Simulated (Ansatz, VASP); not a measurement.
**SiO2 in VASP and in Ansatz**

```
Si O
1.0
    -2.38977    2.38977    3.76880
     2.38977   -2.38977    3.76880
     2.38977    2.38977   -3.76880
Si O
2 4
Direct
  0.00000 0.00000 0.00000
  0.75000 0.25000 0.50000
  0.99838 0.62500 0.87338
  0.37500 0.24838 0.37338
  0.75162 0.12500 0.12662
  0.87500 0.00162 0.62662
```

Change from the starting cell: volume scaled by 1.02, PAW files.

Alike in both runs: task electric field gradients; functional PBEsol; k mesh 7 × 7 × 7; occupations fermi-dirac, width 0.03 eV; no spin polarisation.

|  | VASP | Ansatz |
| --- | --- | --- |
| version | VASP 6.6.1 | Ansatz 0.2.0 |
| potentials or method | VASP PAW PBE potentials, release 64 (Si, O) | PAW with Ansatz's default frozen-core files, scalar-relativistic |
| plane-wave cutoff (eV) | 520 | 420 |
| valence electrons in the cell | 32 | 32 |

Ansatz gave:

| Quantity | Value |
| --- | --- |
| gap on the k mesh at the Fermi level (eV) | 5.84 |
| pressure (GPa) | -2.2 |
| traceless stress, the component that is largest in VASP (GPa) | -1.42 |
| rms of the force components (eV/Å) | 0.119 |
| size of Vzz on the site where it differs most (V/Å²) | 90.7 |

Estimate VASP's values.

gap on the k mesh at the Fermi level (eV): 5.84; pressure (GPa): -1.6; traceless stress, the component that is largest in VASP (GPa): -1.36; rms of the force components (eV/Å): 0.105; size of Vzz on the site where it differs most (V/Å²): 86.6.

VASP's potentials were made for PBE, not for PBEsol. Atom by atom the forces differ by 0.014 eV/Å (rms over components). With one functional, cell and mesh, what is left measures potentials, basis and numerics.
